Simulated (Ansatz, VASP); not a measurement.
# Two plane-wave programs on AlRu

```xyz
2
Lattice="2.9916 0.0000 0.0000 0.0000 2.9916 0.0000 0.0000 0.0000 2.9916" Properties=species:S:1:pos:R:3 pbc="T T T"
Al    0.0000    0.0000    0.0000
Ru    1.4958    1.4958    1.4958
```

Alike in both runs: task single point; functional r2SCAN; k mesh 18 × 18 × 18; occupations gaussian, width 0.15 eV; no spin polarisation.

```csv
,VASP,Ansatz
version,VASP 6.6.1,Ansatz 0.2.0
potentials or method,"VASP PAW PBE potentials, release 64 (Al, Ru_pv), cutoff 520 eV","scalar-relativistic, plane waves, PAW"
valence electrons in the cell,17,19
```

VASP gave:

```
gap on the k mesh at the Fermi level (eV) : none
pressure (GPa)                            : -1.9
```

Question: Which values does Ansatz return?

Answer: gap on the k mesh at the Fermi level (eV): none; pressure (GPa): -2.0.

VASP's potentials were made for PBE, not for r2SCAN. A gap of «none» marks a metal or a gap that the smearing closes. VASP's potentials hold 17 valence electrons a cell and Ansatz's 19, so a difference there can come from the potentials and not from the codes.
